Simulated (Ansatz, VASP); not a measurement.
# One calculation of SiNi, two programs

```
CELL_PARAMETERS angstrom
0.00000 2.25409 2.25409
2.25409 0.00000 2.25409
2.25409 2.25409 0.00000
ATOMIC_POSITIONS crystal
Ni 0.00000 0.00000 0.00000
Si 0.50000 0.50000 0.50000
```

Change from the starting cell: volume scaled by 0.86, to set the pressure.

Alike in both runs: task single point; functional PBE; k mesh 15 × 15 × 15; occupations fermi-dirac, width 0.1 eV; no spin polarisation.

|  | VASP | Ansatz |
| --- | --- | --- |
| version | VASP 6.6.1 | Ansatz 0.2.0 |
| potentials or method | VASP PAW PBE potentials, release 64 (Ni, Si) | PAW with Ansatz's default frozen-core files, scalar-relativistic |
| plane-wave cutoff (eV) | 520 | 420 |
| valence electrons in the cell | 14 | 22 |

|  | VASP | Ansatz | Ansatz less VASP |
| --- | --- | --- | --- |
| pressure (GPa) | 29.7 | 29.8 | +0.10 |

Both programs put the cell under a high pressure, so it lies far from rest at this level. VASP's potentials hold 14 valence electrons a cell and Ansatz's 22, so a difference there can come from the potentials and not from the codes.
